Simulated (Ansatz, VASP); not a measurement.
One calculation of TePb, two programs

File POSCAR:

```
TePb
1.0
    4.5889226366      0.0000000000      0.0000000000
    0.0000000000      4.5889226366      0.0000000000
    0.0000000000      0.0000000000      6.5882481016
Te Pb
2 2
Direct
    0.0000000000      0.0000000000      0.0000000000
    0.5000000000      0.5000000000      0.5000000000
    0.5000000000      0.5000000000      0.0000000000
    0.0000000000      0.0000000000      0.5000000000
```

INCAR.step1

```
PREC = Accurate
ENCUT = 550
ISMEAR = 0
SIGMA = 0.02
LREAL = False
LASPH = True
NELM = 120
NBANDS = 28
GGA = PE
ALGO = Normal
EDIFF = 1E-5
LWAVE = True
LCHARG = False
GGA_COMPAT = False
```

The input INCAR.step2:

```
PREC = Accurate
ENCUT = 550
EDIFF = 1E-6
ISMEAR = 0
SIGMA = 0.02
LREAL = False
LASPH = True
NELM = 120
ALGO = Normal
ISIF = 2
LWAVE = False
LCHARG = False
METAGGA = R2SCAN
LMIXTAU = True
NBANDS = 28
ISTART = 1
GGA_COMPAT = False
```

Contents of KPOINTS:

```
regular mesh
0
Gamma
  6 6 4
```

Input for Ansatz:

```yaml
crystal:
  lattice:
    - [4.5889226366, 0.0, 0.0]
    - [0.0, 4.5889226366, 0.0]
    - [0.0, 0.0, 6.5882481016]
  atoms:
    - { symbol: Te, position: [0.0, 0.0, 0.0] }
    - { symbol: Te, position: [0.5, 0.5, 0.5] }
    - { symbol: Pb, position: [0.5, 0.5, 0.0] }
    - { symbol: Pb, position: [0.0, 0.0, 0.5] }
basis:
  ecutwfc: 500
kpoints:
  mp_grid: { grid: [6, 6, 4] }
  band_path:
    path:
      - [[0.0, 0.0, 0.0], [0.5, 0.5, 0.0], [0.5, 0.5, 0.5], [0.5, 0.0, 0.5], [0.0, 0.0, 0.0], [0.0, 0.0, 1.0], [0.2574219, 0.0, 1.0]]
      - [[0.7425781, 0.0, 0.0], [0.0, 0.0, 0.0]]
      - [[0.5, 0.5, 0.0], [0.7425781, 0.2574219, 0.0]]
      - [[0.2574219, 0.2574219, 1.0], [0.0, 0.0, 1.0]]
    npoints: 10
hamiltonian:
  xc: r2scan
  pseudopotentials: { kind: paw }
scf:
  occupations: { method: gaussian, width: 0.02 }
  n_extra_bands: 8
output:
  forces: true
  stress: true
  eigenvalues: true
  write_density: true
  write_potential: true
  elf: true
  volumetric_format: npy
```

Alike in both runs: task single point; functional r2SCAN; k mesh 6 × 6 × 4; occupations gaussian, width 0.02 eV; no spin polarisation.

```csv
,VASP,Ansatz
version,VASP 6.6.1,Ansatz 0.2.0
potentials or method,"VASP PAW PBE potentials, release 64 (Te, Pb_d), cutoff 550 eV","scalar-relativistic, plane waves, PAW"
valence electrons in the cell,40,60
```

```csv
,VASP,Ansatz,Ansatz less VASP
gap on the k mesh at the Fermi level (eV),1.07,1.06,-0.004
least direct gap on the mesh (eV),1.07,1.06,-0.004
pressure (GPa),0.3,0.3,+0.01
"traceless stress, the component that is largest in VASP (GPa)",-0.95,-0.95,+0.001
```

VASP's potentials were made for PBE, not for r2SCAN. VASP's potentials hold 40 valence electrons a cell and Ansatz's 60, so a difference there can come from the potentials and not from the codes.

Neither program's run includes spin-orbit coupling.
